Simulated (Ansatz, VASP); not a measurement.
## One calculation of MgO, two programs

```
CELL_PARAMETERS angstrom
0.00000 2.31951 1.80922
2.31951 0.00000 1.80922
2.31951 2.31951 0.00000
ATOMIC_POSITIONS crystal
Mg 0.00000 0.00000 0.00000
O 0.50000 0.50000 0.50000
```

Alike in both runs: task single point; functional PBE; k mesh 10 × 10 × 10; occupations gaussian, width 0.05 eV; no spin polarisation.

```csv
,VASP,Ansatz
version,VASP 6.6.1,Ansatz 0.2.0
potentials or method,"VASP PAW PBE potentials, release 64 (Mg, O), cutoff 520 eV","scalar-relativistic, plane waves, PAW"
valence electrons in the cell,8,16
```

Ansatz gave:

| Property | Result |
| --- | --- |
| gap on the k mesh at the Fermi level (eV) | 3.90 |
| least direct gap on the mesh (eV) | 3.90 |
| pressure (GPa) | 20.2 |
| traceless stress, the component that is largest in VASP (GPa) | 53.10 |

Problem. What did VASP give for the same quantities?

Solution. gap on the k mesh at the Fermi level (eV): 3.89; least direct gap on the mesh (eV): 3.89; pressure (GPa): 20.0; traceless stress, the component that is largest in VASP (GPa): 53.90.

VASP's potentials hold 8 valence electrons a cell and Ansatz's 16, so a difference there can come from the potentials and not from the codes.
